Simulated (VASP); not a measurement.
# ZnSe (F-43m) in VASP: single point with r2SCAN

Aim: the single point of ZnSe with r2SCAN.

All numbers are computed with VASP 6.6.1; they aren't measurements. Logs are shortened: lines on timing, memory, paths and dates and some standing lists are left out, and cuts for length are marked.

### 1 The cell of the first run

The structure is cubic, space group F-43m (No. 216). The conventional cell has a = 5.666 Å, b = 5.666 Å, c = 5.666 Å, α = 90.00°, β = 90.00°, γ = 90.00°. Zn (site symmetry -43m) has 4 Se at 2.45 Å within 3.2 Å. Se (site symmetry -43m) has 4 Zn at 2.45 Å within 3.2 Å.

### 2 Single point, r2SCAN

The input, POSCAR:

```
ZnSe
1.0
    5.6658904671      0.0000000000      0.0000000000
    0.0000000000     -5.6658904671      0.0000000000
    0.0000000000      0.0000000000     -5.6658904671
Zn Se
4 4
Direct
    0.0000000000      0.0000000000      0.0000000000
    0.5000000000      0.5000000000      0.0000000000
    0.5000000000      0.0000000000      0.5000000000
    0.0000000000      0.5000000000      0.5000000000
    0.7500000000      0.7500000000      0.7500000000
    0.2500000000      0.2500000000      0.7500000000
    0.2500000000      0.7500000000      0.2500000000
    0.7500000000      0.2500000000      0.2500000000
```

The input, INCAR.step1:

```
PREC = Accurate
ENCUT = 550
ISMEAR = 0
SIGMA = 0.05
LREAL = False
LASPH = True
NELM = 120
NBANDS = 46
GGA = PE
ALGO = Normal
EDIFF = 1E-5
LWAVE = True
LCHARG = False
GGA_COMPAT = False
```

The input, INCAR.step2:

```
PREC = Accurate
ENCUT = 550
EDIFF = 1E-6
ISMEAR = 0
SIGMA = 0.05
LREAL = False
LASPH = True
NELM = 120
ALGO = Normal
ISIF = 2
LWAVE = False
LCHARG = True
METAGGA = R2SCAN
LMIXTAU = True
LELF = True
LVHAR = True
NBANDS = 46
ISTART = 1
GGA_COMPAT = False
```

The input, KPOINTS:

```
regular mesh
0
Gamma
  6 6 6
```

Potentials or basis: VASP PAW PBE potentials, release 64 (Zn, Se).

Launch:

```bash
$ cat potpaw_PBE.64/Zn/POTCAR potpaw_PBE.64/Se/POTCAR > POTCAR
$ cp INCAR.step1 INCAR
$ mpirun -np 1 vasp_std > vasp.out
$ cp INCAR.step2 INCAR
$ mpirun -np 1 vasp_std > vasp.out
```

OUTCAR:

```text
PREC = Accurate
   ENCUT = 550
   EDIFF = 1E-6
   ISMEAR = 0
   LREAL = False
   LASPH = True
   NELM = 120
   ISIF = 2
   METAGGA = R2SCAN
   ISTART = 1

 ion  position               nearest neighbor table
   1  0.000  0.000  0.000-   5 2.45   6 2.45   7 2.45   8 2.45
   2  0.500  0.500  0.000-   5 2.45   6 2.45   7 2.45   8 2.45
   3  0.500  0.000  0.500-   5 2.45   6 2.45   7 2.45   8 2.45
   4  0.000  0.500  0.500-   5 2.45   6 2.45   7 2.45   8 2.45
   5  0.750  0.750  0.750-   1 2.45   2 2.45   3 2.45   4 2.45
   6  0.250  0.250  0.750-   1 2.45   2 2.45   3 2.45   4 2.45
   7  0.250  0.750  0.250-   1 2.45   2 2.45   3 2.45   4 2.45
   8  0.750  0.250  0.250-   1 2.45   2 2.45   3 2.45   4 2.45

  LATTYP: Found a simple cubic cell.
 ALAT       =     5.6658904671

  Lattice vectors:

 A1 = (   5.6658904671,   0.0000000000,   0.0000000000)
 A2 = (   0.0000000000,  -5.6658904671,   0.0000000000)
 A3 = (   0.0000000000,   0.0000000000,  -5.6658904671)

Analysis of symmetry for initial positions (statically):
=====================================================================
 Subroutine PRICEL returns following result:

  LATTYP: Found a face centered cubic cell.
 ALAT       =     5.6658904671

  Lattice vectors:

 A1 = (   2.8329452335,   2.8329452335,   0.0000000000)
 A2 = (   2.8329452335,   0.0000000000,  -2.8329452335)
 A3 = (   0.0000000000,   2.8329452335,  -2.8329452335)

   4 primitive cells build up your supercell.

 Routine SETGRP: Setting up the symmetry group for a
 simple cubic supercell.

 Subroutine GETGRP returns: Found 24 space group operations
 (whereof 24 operations were pure point group operations)
 out of a pool of 48 trial point group operations.

The static configuration has the point symmetry T_d .

Analysis of symmetry for dynamics (positions and initial velocities):
=====================================================================
 Subroutine PRICEL returns following result:

  LATTYP: Found a face centered cubic cell.
 ALAT       =     5.6658904671

  Lattice vectors:

 A1 = (   2.8329452335,   2.8329452335,   0.0000000000)
 A2 = (   2.8329452335,   0.0000000000,  -2.8329452335)
 A3 = (   0.0000000000,   2.8329452335,  -2.8329452335)

   4 primitive cells build up your supercell.

 Routine SETGRP: Setting up the symmetry group for a
 simple cubic supercell.

 Subroutine GETGRP returns: Found 24 space group operations
 (whereof 24 operations were pure point group operations)
 out of a pool of 48 trial point group operations.

The dynamic configuration has the point symmetry T_d .

 Subroutine INISYM returns: Found 24 space group operations
 (whereof 24 operations are pure point group operations),
 and found     4 'primitive' translations

----------------------------------------------------------------------------------------

                                     Primitive cell

  volume of cell :      45.4720

  direct lattice vectors                    reciprocal lattice vectors
     2.832945234  2.832945234  0.000000000     0.176494764  0.176494764  0.176494764
     2.832945234  0.000000000 -2.832945234     0.176494764 -0.176494764 -0.176494764
     0.000000000  2.832945234 -2.832945234    -0.176494764  0.176494764 -0.176494764

  length of vectors
     4.006389571  4.006389571  4.006389571     0.305697898  0.305697898  0.305697898

  position of ions in fractional coordinates (direct lattice)
     0.000000000  0.000000000  0.000000000
     0.250000000  0.250000000  0.250000000

  ion indices of the primitive-cell ions
   primitive index   ion index
                 1           1
                 2           5

----------------------------------------------------------------------------------------

 KPOINTS: regular mesh

Automatic generation of k-mesh.
 Grid dimensions read from file:
 generate k-points for:    6    6    6

 Generating k-lattice:

  Cartesian coordinates                     Fractional coordinates (reciprocal lattice)
     0.029415794  0.000000000  0.000000000     0.166666667  0.000000000  0.000000000
     0.000000000 -0.029415794  0.000000000     0.000000000  0.166666667  0.000000000
     0.000000000  0.000000000 -0.029415794     0.000000000  0.000000000  0.166666667

  Length of vectors
     0.029415794  0.029415794  0.029415794

  Shift w.r.t. Gamma in fractional coordinates (k-lattice)
     0.000000000  0.000000000  0.000000000

 Subroutine IBZKPT returns following result:
 ===========================================

 Found     20 irreducible k-points:

 Following reciprocal coordinates:
            Coordinates               Weight
  0.000000  0.000000  0.000000      1.000000
  0.166667  0.000000  0.000000      6.000000
  0.333333  0.000000  0.000000      6.000000
  0.500000  0.000000  0.000000      3.000000
  0.166667  0.166667  0.000000     12.000000
  0.333333  0.166667  0.000000     24.000000
[... 12 lines left out ...]
  0.500000  0.500000  0.333333      6.000000
  0.500000  0.500000  0.500000      1.000000
   k-points           NKPTS =     20   k-points in BZ     NKDIM =     20   number of bands    NBANDS=     46
   number of dos      NEDOS =    301   number of ions     NIONS =      8
   total plane-waves  NPLWV = 110592
   dimension x,y,z NGX =    48 NGY =   48 NGZ =   48
   dimension x,y,z NGXF=    96 NGYF=   96 NGZF=   96
   ions per type =               4   4
   NGX,Y,Z   is equivalent  to a cutoff of  14.08, 14.08, 14.08 a.u.
   NGXF,Y,Z  is equivalent  to a cutoff of  28.17, 28.17, 28.17 a.u.
 SYSTEM =  unknown system
   PREC   = accura    normal or accurate (medium, high low for compatibility)
   ISTART =      1    job   : 0-new  1-cont  2-samecut
   ICHARG =      0    charge: 1-file 2-atom 10-const
   ISPIN  =      1    spin polarized calculation?
   LNONCOLLINEAR =      F non collinear calculations
   LSORBIT =      F    spin-orbit coupling
   LASPH  =      T    aspherical Exc in radial PAW
   ENCUT  =  550.0 eV  40.42 Ry    6.36 a.u.  10.83 10.83 10.83*2*pi/ulx,y,z
   NELM   =    120;   NELMIN=  2; NELMDL=  0     # of ELM steps
   EDIFF  = 0.1E-05   stopping-criterion for ELM
   LREAL  =      F    real-space projection
   EDIFFG = 0.1E-04   stopping-criterion for IOM
   NSW    =      0    number of steps for IOM
   IBRION =     -1    ionic relax: 0-MD 1-quasi-New 2-CG
   NFREE  =      0    steps in history (QN), initial steepest desc. (CG)
   ISIF   =      2    stress and relaxation
   ISYM   =      2    0-nonsym 1-usesym 2-fastsym
   POTIM  = 0.5000    time-step for ionic-motion
   TEBEG  =    0.0;   TEEND  =   0.0 temperature during run
   PSTRESS=    0.0 pullay stress
   NELECT =      72.0000    total number of electrons
   NUPDOWN=      -1.0000    fix difference up-down
   EMIN   =  10.00;   EMAX   =-10.00  energy-range for DOS
   EFERMI =   0.00;   METHOD = LEGACY
   ISMEAR =     0;   SIGMA  =   0.05  broadening in eV -4-tet -1-fermi 0-gaus
   EFERMI_NEDOS =   21; number of points for ismear=-14 and -15
   IALGO  =     38    algorithm
   IMIX   =      4    mixing-type and parameters
     AMIX     =   0.40;   BMIX     =  1.00
     AMIX_MAG =   1.60;   BMIX_MAG =  1.00
  volume/ion in A,a.u.               =      22.74       153.43
  Fermi-wavevector in a.u.,A,eV,Ry     =   1.202036  2.271519 19.658931  1.444891
  Thomas-Fermi vector in A             =   2.337828
   LORBIT       =      0    0 simple, 1 ext, 2 COOP (PROOUT), +10 PAW based schemes
   METAGGA = R2SCAN    functional components
   LHFCALC =     F    Hartree Fock is set to
   AEXX    =    0.0000 exact exchange contribution
   IVDW    =     0    specifies the selected vdW correction
   LEPSILON=     F    determine dielectric tensor
   LRPA    =     F    only Hartree local field effects (RPA)
 non-spin polarized calculation
 Gauss-broadening in eV      SIGMA  =   0.05
  energy-cutoff  :      550.00
  volume of cell :      181.89
 maximum number of plane-waves:      5400
 NGX is ok and might be reduce to    48
   NGX = 21   NGY = 21   NGZ = 21

 number of electron      72.0000031 magnetization

 Free energy of the ion-electron system (eV)
  ---------------------------------------------------
  ext. energy  EPLUGINS =         0.00000000
  ---------------------------------------------------
  free energy    TOTEN  =       -99.64065073 eV

  energy without entropy =      -99.64065073  energy(sigma->0) =      -99.64065073

 E-fermi :   1.5356     XC(G=0):  -9.9247

 val. band max:        1.3052641794   @ k =   0.0000   0.0000   0.0000
 cond. band min:       3.1764246061   @ k =   0.0000   0.0000   0.0000
 fundamental gap:      1.8711604267
 Fermi energy:         1.5355831001

 k-point     1 :       0.0000    0.0000    0.0000
  band No.  band energies     occupation
      1     -12.4143      2.00000
      2     -11.3198      2.00000
      3     -11.3198      2.00000
      4     -11.3198      2.00000
      5      -5.3924      2.00000
      6      -5.3924      2.00000
[... 38 lines left out ...]
     45       7.6202      0.00000
     46       7.6202      0.00000

 k-point     2 :       0.1667    0.0000    0.0000
  band No.  band energies     occupation
      1     -12.3514      2.00000
      2     -11.4062      2.00000
      3     -11.3185      2.00000
      4     -11.3185      2.00000
      5      -5.3956      2.00000
      6      -5.3782      2.00000
[... 38 lines left out ...]
     45       7.9397      0.00000
     46       7.9397      0.00000

 k-point     3 :       0.3333    0.0000    0.0000
  band No.  band energies     occupation
      1     -12.1732      2.00000
      2     -11.6307      2.00000
      3     -11.3159      2.00000
      4     -11.3159      2.00000
      5      -5.3999      2.00000
      6      -5.3684      2.00000
[... 822 lines left out ...]
     45       8.3548      0.00000
     46       8.3548      0.00000

 k-point    20 :       0.5000    0.5000    0.5000
  band No.  band energies     occupation
      1     -11.5978      2.00000
      2     -11.5978      2.00000
      3     -11.5978      2.00000
      4     -11.5978      2.00000
      5      -5.2966      2.00000
      6      -5.2966      2.00000
[... 38 lines left out ...]
     45       8.1703      0.00000
     46       8.1703      0.00000

------------------------ aborting loop because EDIFF is reached ----------------------------------------

  FORCE on cell =-STRESS in cart. coord.  units (eV):
  Direction    XX          YY          ZZ          XY          YZ          ZX
  --------------------------------------------------------------------------------------
  -------------------------------------------------------------------------------------
  Total        0.1688034      0.1688034      0.1688034      0.0000000      0.0000000      0.0000000
  in kB        1.4869186      1.4869186      1.4869186      0.0000000      0.0000000      0.0000000
  external PRESSURE =       1.4869186 kB  Pullay stress =       0.0000000 kB

 VOLUME and BASIS-vectors are now :
 -----------------------------------------------------------------------------
  energy-cutoff  :      550.00
  volume of cell :      181.89
      direct lattice vectors                 reciprocal lattice vectors
     5.665890467  0.000000000  0.000000000     0.176494764  0.000000000  0.000000000
     0.000000000 -5.665890467  0.000000000     0.000000000 -0.176494764  0.000000000
     0.000000000  0.000000000 -5.665890467     0.000000000  0.000000000 -0.176494764

 POSITION                                       TOTAL-FORCE (eV/Angst)
 -----------------------------------------------------------------------------------
      0.00000      0.00000      0.00000        -0.000000     -0.000000     -0.000000
      2.83295     -2.83295      0.00000         0.000000     -0.000000      0.000000
      2.83295      0.00000     -2.83295        -0.000000     -0.000000     -0.000000
      0.00000     -2.83295     -2.83295         0.000000     -0.000000     -0.000000
      4.24942     -4.24942     -4.24942         0.000000      0.000000      0.000000
      1.41647     -1.41647     -4.24942        -0.000000      0.000000      0.000000
      1.41647     -4.24942     -1.41647         0.000000      0.000000     -0.000000
      4.24942     -1.41647     -1.41647        -0.000000      0.000000     -0.000000
 -----------------------------------------------------------------------------------
    total drift:                                0.000000     -0.000000      0.000000

  FREE ENERGIE OF THE ION-ELECTRON SYSTEM (eV)
  ---------------------------------------------------
  free  energy   TOTEN  =       -99.6406507289 eV

  energy  without entropy=      -99.6406507289  energy(sigma->0) =      -99.64065073
```

Wall time 17 min (1 thread of Oxide Virtual Turin-like, shared host); peak memory 0.41 GiB.

What came out:

```yaml
Free_energy: -99.6407 eV
Pressure: 0.1 GPa
Band_gap_on_the_k_mesh: 1.87 eV
```

Caveat: the PAW data sets were made with another functional, which shifts forces and pressure a little.
